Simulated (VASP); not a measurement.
# Ta2Cu (Fd-3m) in VASP: notebook

Runs on Ta2Cu. Level: PBE. Tasks: single point.

All numbers are computed with VASP 6.6.1; they aren't measurements. Logs are shortened: lines on timing, memory, paths and dates and some standing lists are left out, and cuts for length are marked.

## 1. The cell of the first run

It takes space group Fd-3m (No. 227, cubic). Conventional cell: a = 7.194 Å, b = 7.194 Å, c = 7.194 Å, α = 90.00°, β = 90.00°, γ = 90.00°. Within 3.4 Å of Ta (site symmetry -3m) lie 6 Ta at 2.54 Å and 6 Cu at 2.98 Å. Within 3.9 Å of Cu (site symmetry -43m) lie 12 Ta at 2.98 Å and 4 Cu at 3.12 Å.

## 2. Single point, PBE

INCAR

```
SYSTEM = Ta2Cu
PREC = Accurate
ENCUT = 520
EDIFF = 1E-6
ISMEAR = 0
SIGMA = 0.1
LREAL = .False.
LASPH = .True.
NELM = 60
ALGO = Fast
ISIF = 2
LWAVE = .False.
LCHARG = .False.
GGA = PE
NBANDS = 42
```

KPOINTS

```
Automatic mesh
0
Gamma
  4 4 4
  0 0 0
```

POSCAR

```
Ta2Cu
1.0
    0.0000000000      3.5969599246      3.5969599246
    3.5969599246      0.0000000000      3.5969599246
    3.5969599246      3.5969599246      0.0000000000
Ta Cu
4 2
Direct
    0.6250000000      0.6250000000      0.6250000000
    0.1250000000      0.6250000000      0.6250000000
    0.6250000000      0.6250000000      0.1250000000
    0.6250000000      0.1250000000      0.6250000000
    0.0000000000      0.0000000000      0.0000000000
    0.2500000000      0.2500000000      0.2500000000
```

Potentials or basis: VASP PAW PBE potentials, release 64 (Ta_pv, Cu).

Started as:

```sh
$ cat potpaw_PBE.64/Ta_pv/POTCAR potpaw_PBE.64/Cu/POTCAR > POTCAR
$ mpirun -np 1 vasp_std > vasp.out
```

OUTCAR:

```text
SYSTEM = Ta2Cu
   PREC = Accurate
   ENCUT = 520
   EDIFF = 1E-6
   ISMEAR = 0
   LREAL = .False.
   LASPH = .True.
   NELM = 60
   ISIF = 2
   GGA = PE

 ion  position               nearest neighbor table
   1  0.625  0.625  0.625-   2 2.54   3 2.54   4 2.54   3 2.54   4 2.54   2 2.54   6 2.98   5 2.98
                             6 2.98   5 2.98   6 2.98   5 2.98
   2  0.125  0.625  0.625-   1 2.54   3 2.54   4 2.54   1 2.54   3 2.54   4 2.54   5 2.98   6 2.98
                             5 2.98   5 2.98   6 2.98   6 2.98
   3  0.625  0.625  0.125-   1 2.54   1 2.54   2 2.54   4 2.54   4 2.54   2 2.54   6 2.98   5 2.98
                             6 2.98   5 2.98   6 2.98   5 2.98
   4  0.625  0.125  0.625-   1 2.54   3 2.54   1 2.54   2 2.54   3 2.54   2 2.54   5 2.98   6 2.98
                             5 2.98   6 2.98   6 2.98   5 2.98
   5  0.000  0.000  0.000-   1 2.98   3 2.98   4 2.98   1 2.98   2 2.98   3 2.98   1 2.98   2 2.98
                             4 2.98   2 2.98   3 2.98   4 2.98
   6  0.250  0.250  0.250-   2 2.98   3 2.98   4 2.98   1 2.98   2 2.98   4 2.98   1 2.98   2 2.98
                             3 2.98   1 2.98   3 2.98   4 2.98

  LATTYP: Found a face centered cubic cell.
 ALAT       =     7.1939198492

  Lattice vectors:

 A1 = (   0.0000000000,   3.5969599246,   3.5969599246)
 A2 = (   3.5969599246,   0.0000000000,   3.5969599246)
 A3 = (   3.5969599246,   3.5969599246,   0.0000000000)

Analysis of symmetry for initial positions (statically):
=====================================================================
 Subroutine PRICEL returns:
 Original cell was already a primitive cell.

 Routine SETGRP: Setting up the symmetry group for a
 face centered cubic supercell.

 Subroutine GETGRP returns: Found 48 space group operations
 (whereof 24 operations were pure point group operations)
 out of a pool of 48 trial point group operations.

The static configuration has the point symmetry T_d .
 The point group associated with its full space group is O_h .

Analysis of symmetry for dynamics (positions and initial velocities):
=====================================================================
 Subroutine PRICEL returns:
 Original cell was already a primitive cell.

 Routine SETGRP: Setting up the symmetry group for a
 face centered cubic supercell.

 Subroutine GETGRP returns: Found 48 space group operations
 (whereof 24 operations were pure point group operations)
 out of a pool of 48 trial point group operations.

The dynamic configuration has the point symmetry T_d .
 The point group associated with its full space group is O_h .

 Subroutine INISYM returns: Found 48 space group operations
 (whereof 24 operations are pure point group operations),
 and found     1 'primitive' translations

----------------------------------------------------------------------------------------

                                     Primitive cell

  volume of cell :      93.0758

  direct lattice vectors                    reciprocal lattice vectors
     0.000000000  3.596959925  3.596959925    -0.139006275  0.139006275  0.139006275
     3.596959925  0.000000000  3.596959925     0.139006275 -0.139006275  0.139006275
     3.596959925  3.596959925  0.000000000     0.139006275  0.139006275 -0.139006275

  length of vectors
     5.086869509  5.086869509  5.086869509     0.240765931  0.240765931  0.240765931

  position of ions in fractional coordinates (direct lattice)
     0.625000000  0.625000000  0.625000000
     0.125000000  0.625000000  0.625000000
     0.625000000  0.625000000  0.125000000
     0.625000000  0.125000000  0.625000000
     0.000000000  0.000000000  0.000000000
     0.250000000  0.250000000  0.250000000

  ion indices of the primitive-cell ions
   primitive index   ion index
                 1           1
                 2           2
                 3           3
                 4           4
                 5           5
                 6           6

----------------------------------------------------------------------------------------

 KPOINTS: Automatic mesh

Automatic generation of k-mesh.
 Grid dimensions read from file:
 generate k-points for:    4    4    4

 Generating k-lattice:

  Cartesian coordinates                     Fractional coordinates (reciprocal lattice)
    -0.034751569  0.034751569  0.034751569     0.250000000  0.000000000  0.000000000
     0.034751569 -0.034751569  0.034751569     0.000000000  0.250000000  0.000000000
     0.034751569  0.034751569 -0.034751569     0.000000000  0.000000000  0.250000000

  Length of vectors
     0.060191483  0.060191483  0.060191483

  Shift w.r.t. Gamma in fractional coordinates (k-lattice)
     0.000000000  0.000000000  0.000000000

 Subroutine IBZKPT returns following result:
 ===========================================

 Found      8 irreducible k-points:

 Following reciprocal coordinates:
            Coordinates               Weight
  0.000000  0.000000  0.000000      1.000000
  0.250000  0.000000  0.000000      8.000000
  0.500000  0.000000  0.000000      4.000000
  0.250000  0.250000  0.000000      6.000000
  0.500000  0.250000  0.000000     24.000000
 -0.250000  0.250000  0.000000     12.000000
  0.500000  0.500000  0.000000      3.000000
 -0.250000  0.500000  0.250000      6.000000
   k-points           NKPTS =      8   k-points in BZ     NKDIM =      8   number of bands    NBANDS=     42
   number of dos      NEDOS =    301   number of ions     NIONS =      6
   total plane-waves  NPLWV =  64000
   dimension x,y,z NGX =    40 NGY =   40 NGZ =   40
   dimension x,y,z NGXF=    80 NGYF=   80 NGZF=   80
   ions per type =               4   2
   NGX,Y,Z   is equivalent  to a cutoff of  13.07, 13.07, 13.07 a.u.
   NGXF,Y,Z  is equivalent  to a cutoff of  26.15, 26.15, 26.15 a.u.
 SYSTEM =  Ta2Cu
   PREC   = accura    normal or accurate (medium, high low for compatibility)
   ISTART =      0    job   : 0-new  1-cont  2-samecut
   ICHARG =      2    charge: 1-file 2-atom 10-const
   ISPIN  =      1    spin polarized calculation?
   LNONCOLLINEAR =      F non collinear calculations
   LSORBIT =      F    spin-orbit coupling
   LASPH  =      T    aspherical Exc in radial PAW
   ENCUT  =  520.0 eV  38.22 Ry    6.18 a.u.   9.46  9.46  9.46*2*pi/ulx,y,z
   NELM   =     60;   NELMIN=  2; NELMDL= -5     # of ELM steps
   EDIFF  = 0.1E-05   stopping-criterion for ELM
   LREAL  =      F    real-space projection
   EDIFFG = 0.1E-04   stopping-criterion for IOM
   NSW    =      0    number of steps for IOM
   IBRION =     -1    ionic relax: 0-MD 1-quasi-New 2-CG
   NFREE  =      0    steps in history (QN), initial steepest desc. (CG)
   ISIF   =      2    stress and relaxation
   ISYM   =      2    0-nonsym 1-usesym 2-fastsym
   POTIM  = 0.5000    time-step for ionic-motion
   TEBEG  =    0.0;   TEEND  =   0.0 temperature during run
   PSTRESS=    0.0 pullay stress
   NELECT =      66.0000    total number of electrons
   NUPDOWN=      -1.0000    fix difference up-down
   EMIN   =  10.00;   EMAX   =-10.00  energy-range for DOS
   EFERMI =   0.00;   METHOD = LEGACY
   ISMEAR =     0;   SIGMA  =   0.10  broadening in eV -4-tet -1-fermi 0-gaus
   EFERMI_NEDOS =   21; number of points for ismear=-14 and -15
   IALGO  =     68    algorithm
   IMIX   =      4    mixing-type and parameters
     AMIX     =   0.40;   BMIX     =  1.00
     AMIX_MAG =   1.60;   BMIX_MAG =  1.00
  volume/ion in A,a.u.               =      15.51       104.68
  Fermi-wavevector in a.u.,A,eV,Ry     =   1.459858  2.758731 28.996528  2.131185
  Thomas-Fermi vector in A             =   2.576376
   LORBIT       =      0    0 simple, 1 ext, 2 COOP (PROOUT), +10 PAW based schemes
   GGA     = PE    functional components
   LHFCALC =     F    Hartree Fock is set to
   AEXX    =    0.0000 exact exchange contribution
   IVDW    =     0    specifies the selected vdW correction
   LEPSILON=     F    determine dielectric tensor
   LRPA    =     F    only Hartree local field effects (RPA)
 non-spin polarized calculation
 RMM-DIIS sequential band-by-band and
 Gauss-broadening in eV      SIGMA  =   0.10
  energy-cutoff  :      520.00
  volume of cell :       93.08
 maximum number of plane-waves:      2525
 NGX is ok and might be reduce to    40
   NGX = 19   NGY = 19   NGZ = 19

 number of electron      66.0000012 magnetization

 Free energy of the ion-electron system (eV)
  ---------------------------------------------------
  ext. energy  EPLUGINS =         0.00000000
  ---------------------------------------------------
  free energy    TOTEN  =       -48.91992857 eV

  energy without entropy =      -48.90251786  energy(sigma->0) =      -48.91122321

 E-fermi :   6.5146     XC(G=0): -12.6538

 val. band max:        6.4434822430   @ k =  -0.2500   0.5000   0.2500
 cond. band min:       6.5966757410   @ k =   0.5000   0.0000   0.0000
 fundamental gap:      0.1531934980
 Fermi energy:         6.5146272500

 k-point     1 :       0.0000    0.0000    0.0000
  band No.  band energies     occupation
      1     -29.7723      2.00000
      2     -28.2663      2.00000
      3     -28.2663      2.00000
      4     -28.2663      2.00000
      5     -27.7807      2.00000
      6     -27.7807      2.00000
[... 34 lines left out ...]
     41      10.9886      0.00000
     42      11.4256      0.00000

 k-point     2 :       0.2500    0.0000    0.0000
  band No.  band energies     occupation
      1     -29.5120      2.00000
      2     -28.1745      2.00000
      3     -28.1489      2.00000
      4     -28.1489      2.00000
      5     -27.6956      2.00000
      6     -27.6956      2.00000
[... 34 lines left out ...]
     41      11.0971      0.00000
     42      11.3786      0.00000

 k-point     3 :       0.5000    0.0000    0.0000
  band No.  band energies     occupation
      1     -29.2106      2.00000
      2     -28.0544      2.00000
      3     -28.0544      2.00000
      4     -27.6505      2.00000
      5     -27.6363      2.00000
      6     -27.3442      2.00000
[... 34 lines left out ...]
     41      10.9853      0.00000
     42      11.3576      0.00000

 k-point     4 :       0.2500    0.2500    0.0000
  band No.  band energies     occupation
      1     -29.3963      2.00000
      2     -28.2941      2.00000
      3     -28.0232      2.00000
      4     -28.0232      2.00000
      5     -27.7728      2.00000
      6     -27.6156      2.00000
[... 34 lines left out ...]
     41      10.8914      0.00000
     42      11.6160      0.00000

 k-point     5 :       0.5000    0.2500    0.0000
  band No.  band energies     occupation
      1     -28.9859      2.00000
      2     -28.2395      2.00000
      3     -27.8711      2.00000
      4     -27.8540      2.00000
      5     -27.5387      2.00000
      6     -27.4425      2.00000
[... 34 lines left out ...]
     41      10.8884      0.00000
     42      10.9895      0.00000

 k-point     6 :      -0.2500    0.2500    0.0000
  band No.  band energies     occupation
      1     -29.1568      2.00000
      2     -28.1550      2.00000
      3     -27.9707      2.00000
      4     -27.9523      2.00000
      5     -27.6925      2.00000
      6     -27.4362      2.00000
[... 34 lines left out ...]
     41      10.3743      0.00000
     42      10.7224      0.00000

 k-point     7 :       0.5000    0.5000    0.0000
  band No.  band energies     occupation
      1     -28.5989      2.00000
      2     -28.5989      2.00000
      3     -27.5611      2.00000
      4     -27.5611      2.00000
      5     -27.4846      2.00000
      6     -27.4846      2.00000
[... 34 lines left out ...]
     41      11.1071      0.00000
     42      11.1267      0.00000

 k-point     8 :      -0.2500    0.5000    0.2500
  band No.  band energies     occupation
      1     -28.5446      2.00000
      2     -28.5446      2.00000
      3     -27.8404      2.00000
      4     -27.8404      2.00000
      5     -27.4044      2.00000
      6     -27.4044      2.00000
[... 34 lines left out ...]
     41       9.9744      0.00000
     42       9.9745      0.00000

------------------------ aborting loop because EDIFF is reached ----------------------------------------

  FORCE on cell =-STRESS in cart. coord.  units (eV):
  Direction    XX          YY          ZZ          XY          YZ          ZX
  --------------------------------------------------------------------------------------
  -------------------------------------------------------------------------------------
  Total       17.7179998     17.7179998     17.7179998      0.0000000      0.0000000      0.0000000
  in kB      304.9920238    304.9920238    304.9920238      0.0000000      0.0000000      0.0000000
  external PRESSURE =     304.9920238 kB  Pullay stress =       0.0000000 kB

 VOLUME and BASIS-vectors are now :
 -----------------------------------------------------------------------------
  energy-cutoff  :      520.00
  volume of cell :       93.08
      direct lattice vectors                 reciprocal lattice vectors
     0.000000000  3.596959925  3.596959925    -0.139006275  0.139006275  0.139006275
     3.596959925  0.000000000  3.596959925     0.139006275 -0.139006275  0.139006275
     3.596959925  3.596959925  0.000000000     0.139006275  0.139006275 -0.139006275

 POSITION                                       TOTAL-FORCE (eV/Angst)
 -----------------------------------------------------------------------------------
      4.49620      4.49620      4.49620         0.000000     -0.000000      0.000000
      4.49620      2.69772      2.69772         0.000000     -0.000000      0.000000
      2.69772      2.69772      4.49620         0.000000     -0.000000      0.000000
      2.69772      4.49620      2.69772         0.000000     -0.000000      0.000000
      0.00000      0.00000      0.00000        -0.000000     -0.000000     -0.000000
      1.79848      1.79848      1.79848         0.000000      0.000000     -0.000000
 -----------------------------------------------------------------------------------
    total drift:                                0.000000      0.000000      0.000000

  FREE ENERGIE OF THE ION-ELECTRON SYSTEM (eV)
  ---------------------------------------------------
  free  energy   TOTEN  =       -48.9199285660 eV

  energy  without entropy=      -48.9025178593  energy(sigma->0) =      -48.91122321
```

It took 73 s on 1 thread of Intel Xeon Platinum 8488C (Sapphire Rapids), shared host; peak memory 0.24 GiB.

What came out:

```
Free energy            : -48.9199 eV
Pressure               : 30.5 GPa
Band gap on the k mesh : zero (bands 33 and 34 overlap by 1.87 eV)
```

Caveat: the k points lie up to 0.38 Å⁻¹ apart, too coarse for converged energies and pressures of a metal; spin-orbit coupling is left out, which moves the levels of the heavy elements.

## 3. Single point, PBE

This run uses another cell than the first one, of 18.31 Å³/atom.

INCAR

```
PREC = Accurate
ENCUT = 520
EDIFF = 1E-7
ISMEAR = 0
SIGMA = 0.1
LREAL = False
LASPH = True
NELM = 100
ALGO = Normal
ISIF = 2
LWAVE = False
LCHARG = True
GGA = PE
LELF = True
LVHAR = True
NBANDS = 42
```

KPOINTS

```
Automatic mesh
0
Gamma
  4 4 4
```

Changes to POSCAR since step 2:

```diff
@@ -2,5 +2,5 @@
 1.0
-    0.0000000000      3.5969599246      3.5969599246
-    3.5969599246      0.0000000000      3.5969599246
-    3.5969599246      3.5969599246      0.0000000000
+    0.0000000000      3.8013056711      3.8013056711
+    3.8013056711      0.0000000000      3.8013056711
+    3.8013056711      3.8013056711      0.0000000000
 Ta Cu
```

Potentials or basis: VASP PAW PBE potentials, release 64 (Ta_pv, Cu).

Started as:

```sh
$ cat potpaw_PBE.64/Ta_pv/POTCAR potpaw_PBE.64/Cu/POTCAR > POTCAR
$ mpirun -np 1 vasp_std > vasp.out
```

Wall time 75 s (1 thread of Intel Xeon Platinum 8488C (Sapphire Rapids), shared host); peak memory 0.24 GiB.

Results (log left out):

| Item | Value |
| --- | --- |
| Free energy | -50.3491 eV |
| Pressure | 0.5 GPa |
| Band gap on the k mesh | zero (bands 33 and 34 overlap by 1.58 eV) |

Levels at points of the mesh, in eV from the Fermi level:
| k point | band 29 | band 30 | band 31 | band 32 | band 33 | band 34 | band 35 | band 36 |
| --- | --- | --- | --- | --- | --- | --- | --- | --- |
| (0.00, 0.00, 0.00) | -1.91 | -1.91 | -1.40 | -1.40 | 1.37 | 2.29 | 2.29 | 2.29 |
| (0.50, 0.00, 0.00) | -1.08 | -1.08 | -0.66 | -0.66 | -0.23 | 0.03 | 0.71 | 0.71 |
| (0.50, 0.50, 0.00) | -1.08 | -1.08 | -0.90 | -0.90 | -0.21 | -0.21 | 0.64 | 0.64 |

Caveat: spin-orbit coupling is left out, which moves the levels of the heavy elements.
